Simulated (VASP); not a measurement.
# Si2W (I4/mmm) in VASP: single point with PBE

Aim: the single point of Si2W with PBE.

All numbers are computed with VASP 6.6.1; they aren't measurements. Logs are shortened: lines on timing, memory, paths and dates and some standing lists are left out, and cuts for length are marked.

**1. The cell of the first run**

It takes space group I4/mmm (No. 139, tetragonal). Conventional cell: a = 3.229 Å, b = 3.229 Å, c = 7.874 Å, α = 90.00°, β = 90.00°, γ = 90.00°. Si (site symmetry 4mm) has 9 Si at 2.61 to 3.23 Å and 5 W at 2.63 Å within 3.4 Å. W (site symmetry 4/mmm) has 10 Si at 2.63 Å and 4 W at 3.23 Å within 3.5 Å.

**2. Single point, PBE**

INCAR

```
ALGO = Normal
EDIFF = 1E-6
ENCUT = 520
GGA = PE
ISIF = 2
ISMEAR = -1
LASPH = T
LCHARG = F
LREAL = F
LWAVE = F
NBANDS = 18
NELM = 80
PREC = Accurate
SIGMA = 0.15
```

KPOINTS

```
k-points
0
Gamma
  18 18 18
```

POSCAR

```
Si2W
1.0
   -1.6143474514      1.6143474514      3.9368916805
    1.6143474514     -1.6143474514      3.9368916805
    1.6143474514      1.6143474514     -3.9368916805
Si W
2 1
Direct
    0.3344393369      0.3344393369      0.0000000000
    0.6655606631      0.6655606631      0.0000000000
    0.0000000000      0.0000000000      0.0000000000
```

Potentials or basis: VASP PAW PBE potentials, release 64 (Si, W_sv).

Run with:

```console
$ cat potpaw_PBE.64/Si/POTCAR potpaw_PBE.64/W_sv/POTCAR > POTCAR
$ mpirun -np 1 vasp_std > vasp.out
```

OUTCAR:

```text
EDIFF = 1E-6
   ENCUT = 520
   GGA = PE
   ISIF = 2
   ISMEAR = -1
   LASPH = T
   LREAL = F
   NELM = 80
   PREC = Accurate

 ion  position               nearest neighbor table
   1  0.334  0.334  0.000-   2 2.61   3 2.63   3 2.63   3 2.63   3 2.63   3 2.63   2 2.64   2 2.64
                             2 2.64   2 2.64
   2  0.666  0.666  0.000-   1 2.61   3 2.63   3 2.63   3 2.63   3 2.63   3 2.63   1 2.64   1 2.64
                             1 2.64   1 2.64
   3  0.000  0.000  0.000-   2 2.63   2 2.63   2 2.63   1 2.63   2 2.63   1 2.63   1 2.63   1 2.63
                             1 2.63   2 2.63

  LATTYP: Found a body centered tetragonal cell.
 ALAT       =     3.2286949028
 C/A-ratio  =     2.4386891912

  Lattice vectors:

 A1 = (  -1.6143474514,   1.6143474514,   3.9368916805)
 A2 = (   1.6143474514,  -1.6143474514,   3.9368916805)
 A3 = (   1.6143474514,   1.6143474514,  -3.9368916805)

Analysis of symmetry for initial positions (statically):
=====================================================================
 Subroutine PRICEL returns:
 Original cell was already a primitive cell.

 Routine SETGRP: Setting up the symmetry group for a
 body centered tetragonal supercell.

 Subroutine GETGRP returns: Found 16 space group operations
 (whereof 16 operations were pure point group operations)
 out of a pool of 16 trial point group operations.

The static configuration has the point symmetry D_4h.

Analysis of symmetry for dynamics (positions and initial velocities):
=====================================================================
 Subroutine PRICEL returns:
 Original cell was already a primitive cell.

 Routine SETGRP: Setting up the symmetry group for a
 body centered tetragonal supercell.

 Subroutine GETGRP returns: Found 16 space group operations
 (whereof 16 operations were pure point group operations)
 out of a pool of 16 trial point group operations.

The dynamic configuration has the point symmetry D_4h.

 Subroutine INISYM returns: Found 16 space group operations
 (whereof 16 operations are pure point group operations),
 and found     1 'primitive' translations

----------------------------------------------------------------------------------------

                                     Primitive cell

  volume of cell :      41.0400

  direct lattice vectors                    reciprocal lattice vectors
    -1.614347451  1.614347451  3.936891681     0.000000000  0.309722668  0.127003748
     1.614347451 -1.614347451  3.936891681     0.309722668  0.000000000  0.127003748
     1.614347451  1.614347451 -3.936891681     0.309722668  0.309722668  0.000000000

  length of vectors
     4.550972587  4.550972587  4.550972587     0.334750778  0.334750778  0.438013998

  position of ions in fractional coordinates (direct lattice)
     0.334439337  0.334439337  0.000000000
     0.665560663  0.665560663  0.000000000
     0.000000000  0.000000000  0.000000000

  ion indices of the primitive-cell ions
   primitive index   ion index
                 1           1
                 2           2
                 3           3

----------------------------------------------------------------------------------------

 KPOINTS: k-points

Automatic generation of k-mesh.
 Grid dimensions read from file:
 generate k-points for:   18   18   18

 Generating k-lattice:

  Cartesian coordinates                     Fractional coordinates (reciprocal lattice)
     0.000000000  0.017206815  0.007055764     0.055555556  0.000000000  0.000000000
     0.017206815  0.000000000  0.007055764     0.000000000  0.055555556  0.000000000
     0.017206815  0.017206815  0.000000000     0.000000000  0.000000000  0.055555556

  Length of vectors
     0.018597265  0.018597265  0.024334111

  Shift w.r.t. Gamma in fractional coordinates (k-lattice)
     0.000000000  0.000000000  0.000000000

 Subroutine IBZKPT returns following result:
 ===========================================

 Found    480 irreducible k-points:

 Following reciprocal coordinates:
            Coordinates               Weight
  0.000000  0.000000  0.000000      1.000000
  0.055556 -0.000000  0.000000      8.000000
  0.111111 -0.000000  0.000000      8.000000
  0.166667 -0.000000  0.000000      8.000000
  0.222222  0.000000  0.000000      8.000000
  0.277778 -0.000000  0.000000      8.000000
[... 16 lines left out ...]
 -0.277778  0.055556 -0.000000     16.000000
 -0.222222  0.055556  0.000000     16.000000
 [... further k-points ...]
   k-points           NKPTS =    480   k-points in BZ     NKDIM =    480   number of bands    NBANDS=     18
   number of dos      NEDOS =    301   number of ions     NIONS =      3
   total plane-waves  NPLWV =  46656
   dimension x,y,z NGX =    36 NGY =   36 NGZ =   36
   dimension x,y,z NGXF=    72 NGYF=   72 NGZF=   72
   ions per type =               2   1
   NGX,Y,Z   is equivalent  to a cutoff of  13.15, 13.15, 13.15 a.u.
   NGXF,Y,Z  is equivalent  to a cutoff of  26.30, 26.30, 26.30 a.u.
 SYSTEM =  unknown system
   PREC   = accura    normal or accurate (medium, high low for compatibility)
   ISTART =      0    job   : 0-new  1-cont  2-samecut
   ICHARG =      2    charge: 1-file 2-atom 10-const
   ISPIN  =      1    spin polarized calculation?
   LNONCOLLINEAR =      F non collinear calculations
   LSORBIT =      F    spin-orbit coupling
   LASPH  =      T    aspherical Exc in radial PAW
   ENCUT  =  520.0 eV  38.22 Ry    6.18 a.u.   8.46  8.46  8.46*2*pi/ulx,y,z
   NELM   =     80;   NELMIN=  2; NELMDL= -5     # of ELM steps
   EDIFF  = 0.1E-05   stopping-criterion for ELM
   LREAL  =      F    real-space projection
   EDIFFG = 0.1E-04   stopping-criterion for IOM
   NSW    =      0    number of steps for IOM
   IBRION =     -1    ionic relax: 0-MD 1-quasi-New 2-CG
   NFREE  =      0    steps in history (QN), initial steepest desc. (CG)
   ISIF   =      2    stress and relaxation
   ISYM   =      2    0-nonsym 1-usesym 2-fastsym
   POTIM  = 0.5000    time-step for ionic-motion
   TEBEG  =    0.0;   TEEND  =   0.0 temperature during run
   PSTRESS=    0.0 pullay stress
   NELECT =      22.0000    total number of electrons
   NUPDOWN=      -1.0000    fix difference up-down
   EMIN   =  10.00;   EMAX   =-10.00  energy-range for DOS
   EFERMI =   0.00;   METHOD = LEGACY
   ISMEAR =    -1;   SIGMA  =   0.15  broadening in eV -4-tet -1-fermi 0-gaus
   EFERMI_NEDOS =   21; number of points for ismear=-14 and -15
   IALGO  =     38    algorithm
   IMIX   =      4    mixing-type and parameters
     AMIX     =   0.40;   BMIX     =  1.00
     AMIX_MAG =   1.60;   BMIX_MAG =  1.00
  volume/ion in A,a.u.               =      13.68        92.32
  Fermi-wavevector in a.u.,A,eV,Ry     =   1.329882  2.513113 24.063089  1.768587
  Thomas-Fermi vector in A             =   2.459011
   LORBIT       =      0    0 simple, 1 ext, 2 COOP (PROOUT), +10 PAW based schemes
   GGA     = PE    functional components
   LHFCALC =     F    Hartree Fock is set to
   AEXX    =    0.0000 exact exchange contribution
   IVDW    =     0    specifies the selected vdW correction
   LEPSILON=     F    determine dielectric tensor
   LRPA    =     F    only Hartree local field effects (RPA)
 non-spin polarized calculation
  energy-cutoff  :      520.00
  volume of cell :       41.04
 maximum number of plane-waves:      1134
 NGX is ok and might be reduce to    36
   NGX = 17   NGY = 17   NGZ = 17

 number of electron      22.0000000 magnetization

 Free energy of the ion-electron system (eV)
  ---------------------------------------------------
  ext. energy  EPLUGINS =         0.00000000
  ---------------------------------------------------
  free energy    TOTEN  =       -24.82746439 eV

  energy without entropy =      -24.79590282  energy(sigma->0) =      -24.81168361

 E-fermi :  11.7559     XC(G=0): -12.4583

 val. band max:       11.7274065593   @ k =  -0.3889   0.5000   0.3333
 cond. band min:      11.7859271117   @ k =  -0.3889  -0.4444   0.3889
 fundamental gap:      0.0585205524
 Fermi energy:        11.7558502917

 k-point     1 :       0.0000    0.0000    0.0000
  band No.  band energies     occupation
      1     -62.1442      2.00000
      2     -26.3931      2.00000
      3     -26.3750      2.00000
      4     -26.3750      2.00000
      5      -2.2068      2.00000
      6       4.9946      2.00000
[... 10 lines left out ...]
     17      17.3315      0.00000
     18      17.3315      0.00000

 k-point     2 :       0.0556   -0.0000    0.0000
  band No.  band energies     occupation
      1     -62.1440      2.00000
      2     -26.3926      2.00000
      3     -26.3812      2.00000
      4     -26.3744      2.00000
      5      -2.1485      2.00000
      6       4.9977      2.00000
[... 10 lines left out ...]
     17      17.3362      0.00000
     18      17.5596      0.00000

 k-point     3 :       0.1111   -0.0000    0.0000
  band No.  band energies     occupation
      1     -62.1434      2.00000
      2     -26.3993      2.00000
      3     -26.3912      2.00000
      4     -26.3727      2.00000
      5      -1.9750      2.00000
      6       4.9976      2.00000
[... 10 lines left out ...]
     17      17.3946      0.00000
     18      18.1182      0.00000

 k-point     4 :       0.1667   -0.0000    0.0000
  band No.  band energies     occupation
      1     -62.1425      2.00000
      2     -26.4268      2.00000
      3     -26.3892      2.00000
      4     -26.3702      2.00000
      5      -1.6900      2.00000
      6       4.9600      2.00000
[... 375 lines left out ...]
      4     -26.3668      2.00000
      5      -0.2768      2.00000
      6       4.1113      2.00000
[... 10 lines left out ...]
     17      18.9509      0.00000
     18      19.8912      0.00000

 k-point    23 :      -0.2778    0.0556   -0.0000
  band No.  band energies     occupation
      1     -62.1399      2.00000
      2     -26.4951      2.00000
      3     -26.3827      2.00000
      4     -26.3699      2.00000
      5      -0.8380      2.00000
      6       4.6960      2.00000
[... 10 lines left out ...]
     17      18.6425      0.00000
     18      19.7501      0.00000

 k-point    24 :      -0.2222    0.0556    0.0000
  band No.  band energies     occupation
      1     -62.1412      2.00000
      2     -26.4596      2.00000
      3     -26.3854      2.00000
      4     -26.3732      2.00000
      5      -1.3105      2.00000
      6       5.0878      2.00000
[... 10 lines left out ...]
     17      17.9527      0.00000
     18      19.8786      0.00000

 [... further k-points ...]

------------------------ aborting loop because EDIFF is reached ----------------------------------------

  FORCE on cell =-STRESS in cart. coord.  units (eV):
  Direction    XX          YY          ZZ          XY          YZ          ZX
  --------------------------------------------------------------------------------------
  -------------------------------------------------------------------------------------
  Total        0.0207807      0.0207807     -0.0017045      0.0000000      0.0000000     -0.0000000
  in kB        0.8112667      0.8112667     -0.0665410      0.0000000      0.0000000     -0.0000000
  external PRESSURE =       0.5186641 kB  Pullay stress =       0.0000000 kB

 VOLUME and BASIS-vectors are now :
 -----------------------------------------------------------------------------
  energy-cutoff  :      520.00
  volume of cell :       41.04
      direct lattice vectors                 reciprocal lattice vectors
    -1.614347451  1.614347451  3.936891681     0.000000000  0.309722668  0.127003748
     1.614347451 -1.614347451  3.936891681     0.309722668  0.000000000  0.127003748
     1.614347451  1.614347451 -3.936891681     0.309722668  0.309722668  0.000000000

 POSITION                                       TOTAL-FORCE (eV/Angst)
 -----------------------------------------------------------------------------------
      0.00000      0.00000      2.63330         0.000000      0.000000     -0.003419
      0.00000      0.00000      5.24048        -0.000000     -0.000000      0.003419
      0.00000      0.00000      0.00000         0.000000      0.000000     -0.000000
 -----------------------------------------------------------------------------------
    total drift:                               -0.000000      0.000000      0.000000

  FREE ENERGIE OF THE ION-ELECTRON SYSTEM (eV)
  ---------------------------------------------------
  free  energy   TOTEN  =       -24.8274643891 eV

  energy  without entropy=      -24.7959028211  energy(sigma->0) =      -24.81168361
```

Run time: 12 min. Hardware: 1 thread of AMD EPYC 7R43 (Zen 3), shared host; peak memory 0.43 GiB.

Results:

```yaml
Free_energy: -24.8275 eV
Pressure: 0.1 GPa
Largest_force: 0.003 eV/Å
Band_gap_on_the_k_mesh: zero (bands 11 and 12 overlap by 1.26 eV)
```

Forces on the atoms (eV/Å):
```
Si   0.000  0.000 -0.003
Si   0.000  0.000  0.003
W    0.000  0.000  0.000
```

Stress tensor (GPa, compression positive):
```
 0.08  0.00  0.00
 0.00  0.08  0.00
 0.00  0.00 -0.01
```

Caveat: spin-orbit coupling is left out, which moves the levels of the heavy elements.

The gap in the log of VASP goes by the Fermi energy; the results here count the filled bands.